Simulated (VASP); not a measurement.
# MnO: single point with PBE

MnO:

```
Mn O
1.0
     3.37170    0.00000    0.00000
    -1.68585    2.91998    0.00000
     0.00000    0.00000    5.38550
Mn O
2 2
Cartesian
  0.0000 1.9467 0.0590
  1.6859 0.9733 2.7518
  0.0000 1.9467 2.0221
  1.6859 0.9733 4.7148
```

```
Program             : VASP 6.6.1
Task                : single point
Functional          : PBE
Potentials or basis : VASP PAW PBE potentials, release 64 (Mn_pv, O)
Cutoff              : 520 eV
k mesh              : 12 × 12 × 8
Occupations         : gaussian, width 0.1 eV
Spin                : collinear spin, ferromagnetic start
Starting moments    : [0.5, 0.5, 0.0, 0.0] μB
```

| Item | Value |
| --- | --- |
| Pressure | -20.5 GPa |
| Largest force | 0.250 eV/Å |
| Net moment | -1.94 μB per cell |
| Site moments | Mn -0.88; O +0.04 μB |
| Valence electrons inside the program's atomic spheres | Mn 11.50; O 4.93 |

Forces in eV/Å, atoms in the order of the input:
```
Mn   0.000  0.000 -0.250
Mn   0.000  0.000 -0.250
O    0.000  0.000  0.250
O    0.000  0.000  0.250
```

Stress tensor (GPa, compression positive):
```
-21.51   0.00   0.00
  0.00 -21.51   0.00
  0.00   0.00 -18.61
```

Levels at points of the mesh, in eV from the Fermi level:
Spin up:
```tsv
k point	band 14	band 15	band 16	band 17	band 18	band 19	band 20	band 21	band 22	band 23
(0.00, 0.00, 0.00)	-5.17	-0.82	-0.82	-0.29	-0.29	-0.20	0.24	1.53	1.53	2.36
(0.50, 0.00, 0.00)	-5.05	-0.92	-0.70	-0.19	-0.16	0.41	0.46	0.94	1.03	1.57
(0.00, 0.00, 0.50)	-5.30	-0.48	-0.48	-0.48	-0.48	0.96	0.96	1.89	1.89	1.89
(0.50, 0.00, 0.50)	-5.23	-0.37	-0.37	-0.14	-0.14	0.25	0.25	1.38	1.38	1.43
```
Spin down:
```
           k point  band 17  band 18  band 19  band 20  band 21  band 22  band 23  band 24
(0.00, 0.00, 0.00)    -0.82    -0.68    -0.24    -0.24     0.32     0.32     1.08     1.24
(0.50, 0.00, 0.00)    -1.00    -0.87    -0.54    -0.54     0.06     0.13     0.74     0.83
(0.00, 0.00, 0.50)    -0.45    -0.45    -0.27    -0.27     0.72     0.72     0.72     0.72
(0.50, 0.00, 0.50)    -0.53    -0.53    -0.25    -0.25     0.07     0.07     0.42     0.42
```

It took 12 min on 1 thread of Intel(R) Xeon(R) Platinum 8259CL CPU @ 2.50GHz (Skylake/Cascade Lake) (shared host), peak memory 0.35 GiB.

Caveat: semilocal functionals often make such compounds metallic where correlation or magnetic order opens a gap, which also shifts bond lengths; only a ferromagnetic start was run, and an antiferromagnetic order may lie lower in energy. With open d or f shells a metallic result of PBE can be an artefact of self-interaction; +U or a hybrid may open a gap.
